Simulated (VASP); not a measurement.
# Sr in VASP: a series of runs, part 2 of 2

VASP 6.6.1. The steps go on from the part before.

## 3. Electric field gradients, PBE (z stretched by +1 % at fixed volume)

The input, INCAR:

```
SYSTEM = Sr
PREC = Accurate ; ENCUT = 520
EDIFF = 1E-8 ; ISMEAR = -1
SIGMA = 0.03 ; LREAL = .FALSE.
LASPH = .TRUE. ; NELM = 80
ALGO = Normal ; ISIF = 2
LWAVE = .FALSE. ; LCHARG = .FALSE.
GGA = PE ; LEFG = .TRUE.
NBANDS = 17
```

The input, KPOINTS:

```
Automatic mesh
0
G
  9 9 5
  0 0 0
```

The input, POSCAR:

```
Sr
1.0
    4.2886105094      0.0000000000      0.0000000000
   -2.1443052547      3.7140456480      0.0000000000
    0.0000000000      0.0000000000      7.1205000000
Sr
2
Direct
    0.3333333333      0.6666666667      0.2500000000
    0.6666666667      0.3333333333      0.7500000000
```

Potentials or basis: VASP PAW PBE potentials, release 64 (Sr_sv).

Launch:

```sh
cat potpaw_PBE.64/Sr_sv/POTCAR > POTCAR
mpirun -np 1 vasp_std > vasp.out
```

OUTCAR:

```text
SYSTEM = Sr
   PREC = Accurate
   ENCUT = 520
   EDIFF = 1E-8
   ISMEAR = -1
   LREAL = .FALSE.
   LASPH = .TRUE.
   NELM = 80
   ISIF = 2
   GGA = PE

 ion  position               nearest neighbor table
   1  0.333  0.667  0.250-   2 4.34   2 4.34   2 4.34   2 4.34   2 4.34   2 4.34
   2  0.667  0.333  0.750-   1 4.34   1 4.34   1 4.34   1 4.34   1 4.34   1 4.34

  LATTYP: Found a hexagonal cell.
 ALAT       =     4.2886105094
 C/A-ratio  =     1.6603279744

  Lattice vectors:

 A1 = (   4.2886105094,   0.0000000000,   0.0000000000)
 A2 = (  -2.1443052547,   3.7140456480,   0.0000000000)
 A3 = (   0.0000000000,   0.0000000000,   7.1205000000)

Analysis of symmetry for initial positions (statically):
=====================================================================
 Subroutine PRICEL returns:
 Original cell was already a primitive cell.

 Routine SETGRP: Setting up the symmetry group for a
 hexagonal supercell.

 Subroutine GETGRP returns: Found 24 space group operations
 (whereof 12 operations were pure point group operations)
 out of a pool of 24 trial point group operations.

The static configuration has the point symmetry D_3d.
 The point group associated with its full space group is D_6h.

Analysis of symmetry for dynamics (positions and initial velocities):
=====================================================================
 Subroutine PRICEL returns:
 Original cell was already a primitive cell.

 Routine SETGRP: Setting up the symmetry group for a
 hexagonal supercell.

 Subroutine GETGRP returns: Found 24 space group operations
 (whereof 12 operations were pure point group operations)
 out of a pool of 24 trial point group operations.

The dynamic configuration has the point symmetry D_3d.
 The point group associated with its full space group is D_6h.

 Subroutine INISYM returns: Found 24 space group operations
 (whereof 12 operations are pure point group operations),
 and found     1 'primitive' translations

----------------------------------------------------------------------------------------

                                     Primitive cell

  volume of cell :     113.4160

  direct lattice vectors                    reciprocal lattice vectors
     4.288610509  0.000000000  0.000000000     0.233175757  0.134624086  0.000000000
    -2.144305255  3.714045648  0.000000000     0.000000000  0.269248172  0.000000000
     0.000000000  0.000000000  7.120500000     0.000000000  0.000000000  0.140439576

  length of vectors
     4.288610509  4.288610509  7.120500000     0.269248172  0.269248172  0.140439576

  position of ions in fractional coordinates (direct lattice)
     0.333333333  0.666666667  0.250000000
     0.666666667  0.333333333  0.750000000

  ion indices of the primitive-cell ions
   primitive index   ion index
                 1           1
                 2           2

----------------------------------------------------------------------------------------
[... 76 lines left out ...]
   ISIF   =      2    stress and relaxation
   ISYM   =      2    0-nonsym 1-usesym 2-fastsym
   POTIM  = 0.5000    time-step for ionic-motion
   TEBEG  =    0.0;   TEEND  =   0.0 temperature during run
   PSTRESS=    0.0 pullay stress
   NELECT =      20.0000    total number of electrons
   NUPDOWN=      -1.0000    fix difference up-down
   EMIN   =  10.00;   EMAX   =-10.00  energy-range for DOS
   EFERMI =   0.00;   METHOD = LEGACY
   ISMEAR =    -1;   SIGMA  =   0.03  broadening in eV -4-tet -1-fermi 0-gaus
   EFERMI_NEDOS =   21; number of points for ismear=-14 and -15
   IALGO  =     38    algorithm
   IMIX   =      4    mixing-type and parameters
     AMIX     =   0.40;   BMIX     =  1.00
     AMIX_MAG =   1.60;   BMIX_MAG =  1.00
  volume/ion in A,a.u.               =      56.71       382.68
  Fermi-wavevector in a.u.,A,eV,Ry     =   0.918037  1.734838 11.466873  0.842791
  Thomas-Fermi vector in A             =   2.043073
   LORBIT       =      0    0 simple, 1 ext, 2 COOP (PROOUT), +10 PAW based schemes
   GGA     = PE    functional components
   LHFCALC =     F    Hartree Fock is set to
   AEXX    =    0.0000 exact exchange contribution
   IVDW    =     0    specifies the selected vdW correction
   LEPSILON=     F    determine dielectric tensor
   LRPA    =     F    only Hartree local field effects (RPA)
 non-spin polarized calculation
  energy-cutoff  :      520.00
  volume of cell :      113.42
 maximum number of plane-waves:      3072
 NGX is ok and might be reduce to    32
   NGX = 15   NGY = 15   NGZ = 27

 number of electron      20.0000000 magnetization

 Free energy of the ion-electron system (eV)
  ---------------------------------------------------
  ext. energy  EPLUGINS =         0.00000000
  ---------------------------------------------------
  free energy    TOTEN  =        -3.26698129 eV

  energy without entropy =       -3.25956142  energy(sigma->0) =       -3.26327136

 E-fermi :   1.4811     XC(G=0):  -7.2591

 val. band max:        1.4807206636   @ k =   0.3333   0.0000   0.0000
 cond. band min:       1.5061061111   @ k =   0.3333   0.0000   0.0000
 fundamental gap:      0.0253854474
 Fermi energy:         1.4810534257

 k-point     1 :       0.0000    0.0000    0.0000
  band No.  band energies     occupation
      1     -35.1990      2.00000
      2     -35.1879      2.00000
      3     -17.2572      2.00000
      4     -17.1139      2.00000
      5     -17.1139      2.00000
      6     -17.0919      2.00000
[... 457 lines left out ...]
      4     -17.2140      2.00000
      5     -17.2140      2.00000
      6     -17.1813      2.00000
[... 9 lines left out ...]
     16       5.2829      0.00000
     17       5.3412      0.00000

 [... further k-points ...]

------------------------ aborting loop because EDIFF is reached ----------------------------------------

  FORCE on cell =-STRESS in cart. coord.  units (eV):
  Direction    XX          YY          ZZ          XY          YZ          ZX
  --------------------------------------------------------------------------------------
  -------------------------------------------------------------------------------------
  Total       -0.1248087     -0.1248087     -0.2525133      0.0000000      0.0000000      0.0000000
  in kB       -1.7631166     -1.7631166     -3.5671432      0.0000000      0.0000000      0.0000000
  external PRESSURE =      -2.3644588 kB  Pullay stress =       0.0000000 kB

 VOLUME and BASIS-vectors are now :
 -----------------------------------------------------------------------------
  energy-cutoff  :      520.00
  volume of cell :      113.42
      direct lattice vectors                 reciprocal lattice vectors
     4.288610509  0.000000000  0.000000000     0.233175757  0.134624086  0.000000000
    -2.144305255  3.714045648  0.000000000     0.000000000  0.269248172  0.000000000
     0.000000000  0.000000000  7.120500000     0.000000000  0.000000000  0.140439576

 POSITION                                       TOTAL-FORCE (eV/Angst)
 -----------------------------------------------------------------------------------
     -0.00000      2.47603      1.78012         0.000000     -0.000000      0.000000
      2.14431      1.23802      5.34037        -0.000000      0.000000      0.000000
 -----------------------------------------------------------------------------------
    total drift:                               -0.000000      0.000000     -0.000000

  FREE ENERGIE OF THE ION-ELECTRON SYSTEM (eV)
  ---------------------------------------------------
  free  energy   TOTEN  =        -3.2669812916 eV

  energy  without entropy=       -3.2595614240  energy(sigma->0) =       -3.26327136

 Electric field gradients (V/A^2)
---------------------------------------------------------------------
 ion       V_xx      V_yy      V_zz      V_xy      V_xz      V_yz
---------------------------------------------------------------------
   1       4.003     4.003    -8.006     0.000     0.000    -0.000
   2       4.003     4.003    -8.006     0.000    -0.000     0.000
---------------------------------------------------------------------

 Electric field gradients after diagonalization (V/A^2)
 (convention: |V_zz| > |V_xx| > |V_yy|)
----------------------------------------------------------------------
 ion       V_xx      V_yy      V_zz     asymmetry (V_yy - V_xx)/ V_zz
----------------------------------------------------------------------
   1       4.003     4.003    -8.006       0.000
   2       4.003     4.003    -8.006       0.000
----------------------------------------------------------------------

           NMR quadrupolar parameters

 Cq : quadrupolar parameter    Cq=e*Q*V_zz/h
 eta: asymmetry parameters     (V_yy - V_xx)/ V_zz
 Q  : nuclear electric quadrupole moment in mb (millibarn)
----------------------------------------------------------------------
 ion       Cq(MHz)       eta       Q (mb)
----------------------------------------------------------------------
   1      -0.019       0.000       1.000
   2      -0.019       0.000       1.000
----------------------------------------------------------------------
```

OSZICAR:

```text
N       E                     dE             d eps       ncg     rms          rms(c)
DAV:   1     0.109172001229E+03    0.10917E+03   -0.92992E+03  1224   0.980E+02
DAV:   2     0.543986216190E+01   -0.10373E+03   -0.10216E+03  1570   0.228E+02
DAV:   3    -0.304786330210E+01   -0.84877E+01   -0.84626E+01  2238   0.475E+01
DAV:   4    -0.325663789474E+01   -0.20877E+00   -0.20868E+00  1670   0.654E+00
DAV:   5    -0.326117264890E+01   -0.45348E-02   -0.45340E-02  2020   0.771E-01    0.159E+01
DAV:   6    -0.326440773602E+01   -0.32351E-02   -0.13789E-02  1631   0.121E+00    0.898E+00
DAV:   7    -0.326681701350E+01   -0.24093E-02   -0.24112E-02  1515   0.158E+00    0.433E-01
DAV:   8    -0.326689533074E+01   -0.78317E-04   -0.31284E-03  1998   0.281E-01    0.154E-01
DAV:   9    -0.326695254581E+01   -0.57215E-04   -0.12038E-04  1734   0.600E-02    0.460E-02
DAV:  10    -0.326698317415E+01   -0.30628E-04   -0.17741E-05  1656   0.303E-02    0.266E-02
DAV:  11    -0.326698186436E+01    0.13098E-05   -0.77757E-07  1999   0.609E-03    0.390E-03
DAV:  12    -0.326698100836E+01    0.85600E-06   -0.35080E-07  1856   0.349E-03    0.963E-04
DAV:  13    -0.326698129665E+01   -0.28829E-06   -0.22061E-08  1430   0.930E-04    0.260E-04
DAV:  14    -0.326698129159E+01    0.50584E-08   -0.11868E-09  1205   0.215E-04
   1 F= -.32669813E+01 E0= -.32632714E+01  d E =-.741987E-02
```

Wall time 31 s (1 thread of AMD EPYC 9R45 (Zen 5), shared host); peak memory 0.21 GiB.

Results:

```yaml
Free_energy: -3.2670 eV
Pressure: -0.2 GPa
Band_gap_on_the_k_mesh: zero (bands 10 and 11 overlap by 0.23 eV)
Largest_electric_field_gradient_by_atom: Sr -8.0 V/Å²
```

Levels at points of the mesh, in eV from the Fermi level:
```csv
k point,band 8,band 9,band 10,band 11,band 12,band 13
"(0.00, 0.00, 0.00)",-18.57,-3.60,-1.16,-0.03,2.19,2.29
```

Electric field gradients, principal values (V/Å²):
```
atom  least  middle  greatest (by size)
1 Sr  4.003   4.003              -8.006
2 Sr  4.003   4.003              -8.006
```

Caveat: without QUAD_EFG the Cq values of the log hold for a quadrupole moment of 1 mb, not for the nuclei.

## 4. Electric field gradients, PBE (atom 1 (Sr) moved by [0.12, 0.0, 0.0] A)

The input, INCAR:

```
ALGO = Normal
EDIFF = 1E-8
ENCUT = 520
GGA = PE
ISIF = 2
ISMEAR = -1
LASPH = T
LCHARG = F
LEFG = T
LREAL = F
LWAVE = F
NBANDS = 17
NELM = 60
PREC = Accurate
SIGMA = 0.03
```

The input, KPOINTS:

```
k-points
0
Gamma
  9 9 5
```

The input, POSCAR:

```
Sr
1.0
    4.3100002207      0.0000000000      0.0000000000
   -2.1550001104      3.7325696814      0.0000000000
    0.0000000000      0.0000000000      7.0500000000
Sr
2
Direct
    0.3611755593      0.6666666667      0.2500000000
    0.6666666667      0.3333333333      0.7500000000
```

Potentials or basis: VASP PAW PBE potentials, release 64 (Sr_sv).

Launch:

```sh
cat potpaw_PBE.64/Sr_sv/POTCAR > POTCAR
mpirun -np 1 vasp_std > vasp.out
```

OUTCAR:

```text
EDIFF = 1E-8
   ENCUT = 520
   GGA = PE
   ISIF = 2
   ISMEAR = -1
   LASPH = T
   LREAL = F
   NELM = 60
   PREC = Accurate

 ion  position               nearest neighbor table
   1  0.361  0.667  0.250-   2 4.26   2 4.26   2 4.32   2 4.32   2 4.38   2 4.38
   2  0.667  0.333  0.750-   1 4.26   1 4.26   1 4.32   1 4.32   1 4.38   1 4.38

  LATTYP: Found a hexagonal cell.
 ALAT       =     4.3100002207
 C/A-ratio  =     1.6357307747

  Lattice vectors:

 A1 = (   4.3100002207,   0.0000000000,   0.0000000000)
 A2 = (  -2.1550001104,   3.7325696814,   0.0000000000)
 A3 = (   0.0000000000,   0.0000000000,   7.0500000000)

Analysis of symmetry for initial positions (statically):
=====================================================================
 Subroutine PRICEL returns:
 Original cell was already a primitive cell.

 Routine SETGRP: Setting up the symmetry group for a
 hexagonal supercell.

 Subroutine GETGRP returns: Found  4 space group operations
 (whereof  1 operations were pure point group operations)
 out of a pool of 24 trial point group operations.

The static configuration has the point symmetry C_1 .
 The point group associated with its full space group is C_2h.

Analysis of symmetry for dynamics (positions and initial velocities):
=====================================================================
 Subroutine PRICEL returns:
 Original cell was already a primitive cell.

 Routine SETGRP: Setting up the symmetry group for a
 hexagonal supercell.

 Subroutine GETGRP returns: Found  4 space group operations
 (whereof  1 operations were pure point group operations)
 out of a pool of 24 trial point group operations.
[... 159 lines left out ...]
      2     -35.1853      2.00000
      3     -17.2628      2.00000
      4     -17.1187      2.00000
      5     -17.1100      2.00000
      6     -17.0909      2.00000
[... 457 lines left out ...]
      4     -17.2085      2.00000
      5     -17.1947      2.00000
      6     -17.1551      2.00000
[... 9 lines left out ...]
     16       4.9345      0.00000
     17       5.3798      0.00000

 [... further k-points ...]

------------------------ aborting loop because EDIFF is reached ----------------------------------------

  FORCE on cell =-STRESS in cart. coord.  units (eV):
  Direction    XX          YY          ZZ          XY          YZ          ZX
  --------------------------------------------------------------------------------------
  -------------------------------------------------------------------------------------
  Total       -0.2071157     -0.2055834     -0.1155089     -0.1039019      0.0000000      0.0000000
  in kB       -2.9258310     -2.9041848     -1.6317429     -1.4677754      0.0000000      0.0000000
  external PRESSURE =      -2.4872529 kB  Pullay stress =       0.0000000 kB

 VOLUME and BASIS-vectors are now :
 -----------------------------------------------------------------------------
  energy-cutoff  :      520.00
  volume of cell :      113.42
      direct lattice vectors                 reciprocal lattice vectors
     4.310000221  0.000000000  0.000000000     0.232018550  0.133955972  0.000000000
    -2.155000110  3.732569681  0.000000000     0.000000000  0.267911944  0.000000000
     0.000000000  0.000000000  7.050000000     0.000000000  0.000000000  0.141843972

 POSITION                                       TOTAL-FORCE (eV/Angst)
 -----------------------------------------------------------------------------------
      0.12000      2.48838      1.76250        -0.036879      0.004838      0.000000
      2.15500      1.24419      5.28750         0.036879     -0.004838      0.000000
 -----------------------------------------------------------------------------------
    total drift:                               -0.000001      0.000001      0.000000

  FREE ENERGIE OF THE ION-ELECTRON SYSTEM (eV)
  ---------------------------------------------------
  free  energy   TOTEN  =        -3.2649255583 eV

  energy  without entropy=       -3.2571032729  energy(sigma->0) =       -3.26101442

 Electric field gradients (V/A^2)
---------------------------------------------------------------------
 ion       V_xx      V_yy      V_zz      V_xy      V_xz      V_yz
---------------------------------------------------------------------
   1       1.855     2.033    -3.887    -1.457     0.000     0.000
   2       1.855     2.033    -3.887    -1.457     0.000    -0.000
---------------------------------------------------------------------

 Electric field gradients after diagonalization (V/A^2)
 (convention: |V_zz| > |V_xx| > |V_yy|)
----------------------------------------------------------------------
 ion       V_xx      V_yy      V_zz     asymmetry (V_yy - V_xx)/ V_zz
----------------------------------------------------------------------
   1       3.403     0.484    -3.887       0.751
   2       3.403     0.484    -3.887       0.751
----------------------------------------------------------------------

           NMR quadrupolar parameters

 Cq : quadrupolar parameter    Cq=e*Q*V_zz/h
 eta: asymmetry parameters     (V_yy - V_xx)/ V_zz
 Q  : nuclear electric quadrupole moment in mb (millibarn)
----------------------------------------------------------------------
 ion       Cq(MHz)       eta       Q (mb)
----------------------------------------------------------------------
   1      -0.009       0.751       1.000
   2      -0.009       0.751       1.000
----------------------------------------------------------------------
```

OSZICAR:

```text
N       E                     dE             d eps       ncg     rms          rms(c)
DAV:   1     0.107536445814E+03    0.10754E+03   -0.93330E+03  4182   0.983E+02
DAV:   2     0.529166735553E+01   -0.10224E+03   -0.10073E+03  5308   0.228E+02
DAV:   3    -0.306440241650E+01   -0.83561E+01   -0.83313E+01  7678   0.463E+01
DAV:   4    -0.325494888764E+01   -0.19055E+00   -0.19042E+00  5791   0.645E+00
DAV:   5    -0.325908730568E+01   -0.41384E-02   -0.41379E-02  6879   0.742E-01    0.158E+01
DAV:   6    -0.326230756941E+01   -0.32203E-02   -0.13843E-02  5537   0.121E+00    0.892E+00
DAV:   7    -0.326475360061E+01   -0.24460E-02   -0.24034E-02  5138   0.158E+00    0.432E-01
DAV:   8    -0.326483966539E+01   -0.86065E-04   -0.32089E-03  6726   0.282E-01    0.144E-01
DAV:   9    -0.326489505790E+01   -0.55393E-04   -0.12492E-04  6068   0.591E-02    0.460E-02
DAV:  10    -0.326492733441E+01   -0.32277E-04   -0.17554E-05  5506   0.319E-02    0.235E-02
DAV:  11    -0.326492622227E+01    0.11121E-05   -0.81490E-07  6988   0.620E-03    0.400E-03
DAV:  12    -0.326492520512E+01    0.10171E-05   -0.41347E-07  5571   0.401E-03    0.154E-03
DAV:  13    -0.326492556799E+01   -0.36287E-06   -0.35947E-08  5756   0.126E-03    0.258E-04
DAV:  14    -0.326492555828E+01    0.97084E-08   -0.16250E-09  4044   0.279E-04
   1 F= -.32649256E+01 E0= -.32610144E+01  d E =-.782229E-02
```

Run time: 92 s. Hardware: 1 thread of AMD EPYC 9R45 (Zen 5), shared host; peak memory 0.32 GiB.

Results:

* Free energy: -3.2649 eV
* Pressure: -0.2 GPa
* Largest force: 0.037 eV/Å
* Band gap on the k mesh: zero (bands 10 and 11 overlap by 0.24 eV)
* Largest electric field gradient by atom: Sr -3.9 V/Å²

Forces in eV/Å, atoms in the order of the input:
```
Sr  -0.037  0.005  0.000
Sr   0.037 -0.005  0.000
```

Stress tensor (GPa, compression positive):
```
-0.29 -0.15  0.00
-0.15 -0.29  0.00
 0.00  0.00 -0.16
```

Electric field gradients, principal values (V/Å²):
```
atom  least  middle  greatest (by size)
1 Sr  0.484   3.403              -3.887
2 Sr  0.484   3.403              -3.887
```

Caveat: the cell differs from its parent crystal (atom 1 (Sr) moved by [0.12, 0.0, 0.0] A); without QUAD_EFG the Cq values of the log hold for a quadrupole moment of 1 mb, not for the nuclei.
